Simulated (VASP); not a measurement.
**SiO2: relaxation of cell and atoms with PBEsol**

The system is SiO2.

```xyz
6
Lattice="4.2360 0.0000 0.0000 0.0000 4.2360 0.0000 0.0000 0.0000 2.6906" Properties=species:S:1:pos:R:3 pbc="T T T"
Si    0.0000    0.0000    0.0000
Si    2.1180    2.1180    1.3453
O     1.3003    1.3003    0.0000
O     0.8177    3.4183    1.3453
O     2.9356    2.9356    0.0000
O     3.4183    0.8177    1.3453
```

```
Program                : VASP 6.6.1
Task                   : relaxation of cell and atoms
Functional             : PBEsol
Potentials or basis    : VASP PAW PBE potentials, release 64 (Si, O)
Cutoff                 : 600 eV
k mesh                 : 6 × 6 × 8
Occupations            : gaussian, width 0.02 eV
Spin                   : no spin polarisation
Dipole correction      : no
Further INCAR settings : ALGO = Normal; EDIFF = 1e-06; IBRION = 2; EDIFFG = -0.005; NSW = 70; ISIF = 3
```

```
Relaxed volume                        : 7.86 Å³/atom
Relaxed cell                          : a = 4.192 Å, b = 4.192 Å, c = 2.683 Å, α = 90.00°, β = 90.00°, γ = 90.00°
Space group after relaxing (to 0.1 Å) : P4_2/mnm (No. 136)
Energy gained by relaxing             : 4.0 meV/atom
Ionic steps                           : 7
Pressure after relaxing               : 0.0 GPa
Band gap on the k mesh                : 5.34 eV
```

The path:
```csv
step,energy change (eV),largest force (eV/Å),pressure (GPa),volume (Å³)
1,0.0000,0.0067,-6.28,48.28
2,0.0084,0.3464,8.27,46.11
3,-0.0203,0.1592,0.05,47.27
4,-0.0236,0.0176,0.06,47.14
5,-0.0236,0.0273,0.06,47.13
6,-0.0238,0.0064,-0.05,47.14
7,-0.0238,0.0002,-0.03,47.14
```

Final structure:
```
Si O
1.0
     4.19194    0.00000    0.00000
     0.00000    4.19194    0.00000
     0.00000    0.00000    2.68259
Si O
2 4
Direct
  0.00000 0.00000 0.00000
  0.50000 0.50000 0.50000
  0.30582 0.30582 0.00000
  0.19418 0.80582 0.50000
  0.69418 0.69418 0.00000
  0.80582 0.19418 0.50000
```

Levels at points of the mesh, in eV from the valence-band top:
```tsv
k point	band 12	band 13	band 14	band 15	band 16	band 17	band 18	band 19	band 20
(0.00, 0.00, 0.00)	-3.14	-2.52	-0.88	-0.88	0.00	5.34	6.45	8.21	8.21
(0.50, 0.00, 0.00)	-3.89	-2.69	-2.69	-1.07	-1.07	7.48	7.48	8.79	8.79
(0.50, 0.50, 0.00)	-3.27	-2.70	-2.70	-2.27	-2.27	7.18	7.18	9.79	9.79
(0.00, 0.00, 0.50)	-4.64	-3.09	-3.09	-2.68	-2.68	8.86	8.86	12.33	12.33
(0.50, 0.00, 0.50)	-4.00	-2.28	-2.28	-1.76	-1.76	8.56	8.56	9.62	9.62
(0.50, 0.50, 0.50)	-4.50	-1.75	-1.75	-1.55	-1.55	6.94	6.94	10.76	10.76
```

Wall time 3.4 min on 1 thread of Intel Xeon 8259CL, on a shared host, peak memory 0.2 GiB.

Caveat: the PAW data sets were made with another functional, which shifts forces and pressure a little. A k mesh can miss the band edges.
